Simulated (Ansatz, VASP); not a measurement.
**One calculation of MoS, two programs**

Contents of POSCAR:

```
MoS
1.0
    0.0000000000      2.9723796260      2.9723796260
    2.9723796260      0.0000000000      2.9723796260
    2.9723796260      2.9723796260      0.0000000000
Mo S
1 1
Direct
    0.0000000000      0.0000000000      0.0000000000
    0.2500000000      0.2500000000      0.2500000000
```

File INCAR.step1:

```
SYSTEM = MoS
PREC = Accurate ; ENCUT = 600
ISMEAR = 0 ; SIGMA = 0.1
LREAL = .False. ; LASPH = .True.
NELM = 150 ; LMAXMIX = 4
LDAU = .True. ; LDAUTYPE = 2
LDAUL = 2 -1 ; LDAUU = 4.38 0
LDAUJ = 0 0 ; GGA = PE
ALGO = Normal ; EDIFF = 1E-4
LWAVE = .True. ; LCHARG = .False.
```

File INCAR.step2:

```
SYSTEM = MoS
PREC = Accurate ; ENCUT = 600
EDIFF = 1E-6 ; ISMEAR = 0
SIGMA = 0.1 ; LREAL = .False.
LASPH = .True. ; NELM = 150
ALGO = Normal ; ISIF = 3
LWAVE = .False. ; LCHARG = .False.
LMAXMIX = 4 ; LDAU = .True.
LDAUTYPE = 2 ; LDAUL = 2 -1
LDAUU = 4.38 0 ; LDAUJ = 0 0
LDAUPRINT = 1 ; METAGGA = R2SCAN
LMIXTAU = .True. ; IBRION = 2
NSW = 80 ; EDIFFG = -0.01
ISTART = 1
```

KPOINTS

```
Automatic mesh
0
Gamma
  12 12 12
  0 0 0
```

Input for Ansatz:

```yaml
crystal:
  lattice:
    - [0.0, 2.972379626, 2.972379626]
    - [2.972379626, 0.0, 2.972379626]
    - [2.972379626, 2.972379626, 0.0]
  atoms:
    - { symbol: Mo, position: [0.0, 0.0, 0.0] }
    - { symbol: S, position: [0.25, 0.25, 0.25] }
basis:
  ecutwfc: 500
kpoints:
  mp_grid: { grid: [12, 12, 12] }
hamiltonian:
  xc: r2scan
  hubbard: { sites: [{ species: Mo, l: d, u_eff: 4.38 }] }
scf:
  occupations: { method: gaussian, width: 0.1 }
output:
  forces: true
  stress: true
  eigenvalues: true
  write_density: true
  write_potential: true
  elf: true
  volumetric_format: npy
relax:
  adjacent_minimum: "off"
  f_tol: 0.01
  max_steps: 60
  cell: { stress_tol: 0.05 }
```

Alike in both runs: task relaxation of cell and atoms; functional r2SCAN; k mesh 12 × 12 × 12; occupations gaussian, width 0.1 eV; no spin polarisation; Hubbard terms Mo d U = 4.38 eV.

|  | VASP | Ansatz |
| --- | --- | --- |
| version | VASP 6.6.1 | Ansatz 0.2.0 |
| potentials or method | VASP PAW PBE potentials, release 64 (Mo_sv, S), cutoff 600 eV | scalar-relativistic, plane waves, PAW |
| valence electrons in the cell | 20 | 20 |

|  | VASP | Ansatz | Ansatz less VASP |
| --- | --- | --- | --- |
| gap on the k mesh at the Fermi level, each at its own relaxed structure (eV) | 0.01 | 0.93 | +0.918 |
| relaxed volume (Å³/atom) | 20.39 | 22.83 | +2.439 |
| relaxed length of the cell vector where the two differ most in proportion (Å) | 3.863 | 4.012 | +0.1483 |

VASP's potentials were made for PBE, not for r2SCAN. The programs project onto different local orbitals, so the same U acts differently, and such runs can settle in different states.

Noted on VASP's run: the volume moved by over 15 % at a fixed basis, so the end points are rough.
